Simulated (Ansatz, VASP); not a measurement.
**TiS2 in VASP and in Ansatz**

```
CELL_PARAMETERS angstrom
3.41446 0.00000 0.00000
-1.70723 2.95701 0.00000
0.00000 0.00000 29.52000
ATOMIC_POSITIONS crystal
S 0.33333 0.66667 0.23749
S 0.66667 0.33333 0.33365
Ti 0.00000 0.00000 0.28557
```

Alike in both runs: functional PBE; k mesh 12 × 12 × 1; occupations gaussian, width 0.08 eV; no spin polarisation.

Ansatz relaxed the structure, and its values are those at the end. VASP's run is a single point on that final structure, the one shown.

|  | VASP | Ansatz |
| --- | --- | --- |
| version | VASP 6.6.1 | Ansatz 0.2.0 |
| potentials or method | VASP PAW PBE potentials, release 64 (S, Ti_sv), cutoff 400 eV | scalar-relativistic, plane waves, PAW |
| valence electrons in the cell | 24 | 24 |

Ansatz gave:

| Property | Result |
| --- | --- |
| gap on the k mesh at the Fermi level (eV) | 0.06 |
| least direct gap on the mesh (eV) | 0.43 |
| rms of the force components (eV/Å) | 0.000 |

Task: Which values does VASP return?

Result: gap on the k mesh at the Fermi level (eV): 0.05; least direct gap on the mesh (eV): 0.43; rms of the force components (eV/Å): 0.008.

Ansatz's warnings: slab cell height set, structure snapped to symmetry, xc potential rough in thin density.
